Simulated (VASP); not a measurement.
A run of VASP 6.6.1:

Contents of INCAR:

```
SYSTEM = Li2H6Pt
  ALGO = Normal
  EDIFF = 1E-6
  ENCUT = 750
  GGA = PS
  GGA_COMPAT = .False.
  ISIF = 2
  ISMEAR = -1
  LASPH = .True.
  LCHARG = .False.
  LREAL = .False.
  LWAVE = .False.
  NBANDS = 21
  NELM = 120
  PREC = Accurate
  SIGMA = 0.2
```

Contents of KPOINTS:

```
k-points
0
Gamma
  4 4 4
  0 0 0
```

Contents of POSCAR:

```
Li2H6Pt
1.0
    0.0000000000      3.3249270000      3.3249270000
    3.3249270000      0.0000000000      3.3249270000
    3.3249270000      3.3249270000      0.0000000000
Li H Pt
2 6 1
Direct
    0.7495906844      0.7526295602      0.7445156960
    0.2496216250      0.2525710562      0.2445099575
    0.7519477655      0.7569994846      0.2434480409
    0.2471158321      0.7563762819      0.2403117968
    0.7548755445      0.2507418075      0.2396328498
    0.2473333218      0.2481957441      0.7455186847
    0.7521704507      0.2488225564      0.7486503603
    0.2444094262      0.7544501541      0.7493390393
   -0.0003590297      0.0025977615     -0.0055163666
```

Potentials or basis: VASP PAW PBE potentials, release 64 (Li_sv, H, Pt).

Launch:

```bash
$ cat potpaw_PBE.64/Li_sv/POTCAR potpaw_PBE.64/H/POTCAR potpaw_PBE.64/Pt/POTCAR > POTCAR
$ mpirun -np 1 vasp_std > vasp.out
```

Hardware: 1 thread of Intel(R) Xeon(R) Platinum 8375C CPU @ 2.90GHz (Ice Lake), with other jobs on the host.

**Question.** Estimate the wall time of this run.

**Answer.** It took 100 s on 1 thread of Intel(R) Xeon(R) Platinum 8375C CPU @ 2.90GHz (Ice Lake), with other jobs on the host, peak memory 0.31 GiB. Counts: scf iterations 13, k points 36.
